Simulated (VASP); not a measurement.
Write the native input for VASP 6.6.1 that does the following.

```yaml
Task: single point
Functional: LDA
Potentials_or_basis: VASP PAW LDA potentials, release 64 (Ir)
Cutoff: 520 eV
k_mesh: 9 × 9 × 12
Occupations: fermi-dirac, width 0.08 eV
Spin: no spin polarisation
Dipole_correction: no
Further_INCAR_settings: ALGO = Normal; EDIFF = 1e-07; NBANDS = 20
```

The structure of Ir lies in POSCAR:

```
Ir
1.0
    4.1392202465      0.0000000000      0.0000000000
   -2.0696101233      3.5846698853      0.0000000000
    0.0000000000      0.0000000000      2.5305931273
Ir
3
Direct
    0.0000000000      0.0000000000      0.0000000000
    0.3333333333      0.6666666667      0.5000000000
    0.6666666667      0.3333333333      0.5000000000
```

This isn't the form of Ir at room conditions, which is fcc.

One way to write it, as run:

INCAR

```
PREC = Accurate
ENCUT = 520
EDIFF = 1E-7
ISMEAR = -1
SIGMA = 0.08
LREAL = F
LASPH = T
NELM = 60
ALGO = Normal
ISIF = 2
LWAVE = F
LCHARG = F
GGA = CA
NBANDS = 20
```

KPOINTS

```
Automatic mesh
0
Gamma
  9 9 12
```

Potentials or basis: VASP PAW LDA potentials, release 64 (Ir).

Command:

```console
$ cat potpaw_LDA.64/Ir/POTCAR > POTCAR
$ mpirun -np 1 vasp_std > vasp.out
```

Results of the run:

| Quantity | Value |
| --- | --- |
| Pressure | 72.0 GPa |
| Band gap on the k mesh | zero (an odd number of electrons rules out a gap without spin polarisation) |

Caveat: the cell stands under pressure; spin-orbit coupling is left out, which moves the levels of the heavy elements.

It took 65 s on 1 thread of Intel Xeon 8259CL, on a shared host, peak memory 0.18 GiB.
